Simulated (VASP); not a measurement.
Runs of VASP 6.6.1 on SiC. The structure is that of space group F-43m (No. 216), or close to it. The cells are those of the table. 

```csv
cell,gap on the mesh (eV),pressure (GPa),largest force (eV/Å)
"a = 3.126, b = 3.097, c = 3.097 Å, angles 59.4, 59.7, 59.7°, 2 atoms",1.30,0.1,(b)
"a = 3.184, b = 3.098, c = 3.098 Å, angles 58.1, 59.1, 59.1°, 2 atoms",1.09,0.8,0.43
"a = 2.981, b = 3.098, c = 3.098 Å, angles 62.5, 61.2, 61.2°, 2 atoms",0.95,1.5,0.58
"a = 3.155, b = 3.097, c = 3.097 Å, angles 58.8, 59.4, 59.4°, 2 atoms",(c),0.3,(a)
```

Alike in all rows: task single point; level PBE; potentials or basis VASP PAW PBE potentials, release 64 (Si, C); no spin polarisation; k mesh 10 × 10 × 10; cutoff (eV) 520; smearing gaussian 0.05 eV.

Question: Fill in the values left out.

Answer: (a) 0.28; (b) 0.14; (c) 1.21.

A k mesh can miss the band edges.
